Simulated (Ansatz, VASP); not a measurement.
## Cu: VASP beside Ansatz

```
Cu
1.0
    -1.46265    1.46265    1.34182
     1.46265   -1.46265    1.34182
     1.46265    1.46265   -1.34182
Cu
1
Cartesian
  0.0000 0.0000 0.0000
```

Alike in both runs: functional r2SCAN; k mesh 12 × 12 × 12; occupations gaussian, width 0.1 eV; no spin polarisation.

Ansatz relaxed the structure, and its values are those at the end. VASP's run is a single point on that final structure, the one shown.

|  | VASP | Ansatz |
| --- | --- | --- |
| version | VASP 6.6.1 | Ansatz 0.2.0 |
| potentials or method | VASP PAW PBE potentials, release 64 (Cu), cutoff 520 eV | scalar-relativistic, plane waves, PAW |
| valence electrons in the cell | 11 | 19 |

VASP gave:

```
gap on the k mesh at the Fermi level (eV) : none
pressure (GPa)                            : 0.6
```

What did Ansatz give for the same quantities?

gap on the k mesh at the Fermi level (eV): none; pressure (GPa): 0.0.

VASP's potentials were made for PBE, not for r2SCAN. A gap of «none» marks a metal or a gap that the smearing closes. With one functional, cell and mesh, what is left measures potentials, basis and numerics. VASP's potentials hold 11 valence electrons a cell and Ansatz's 19, so a difference there can come from the potentials and not from the codes.
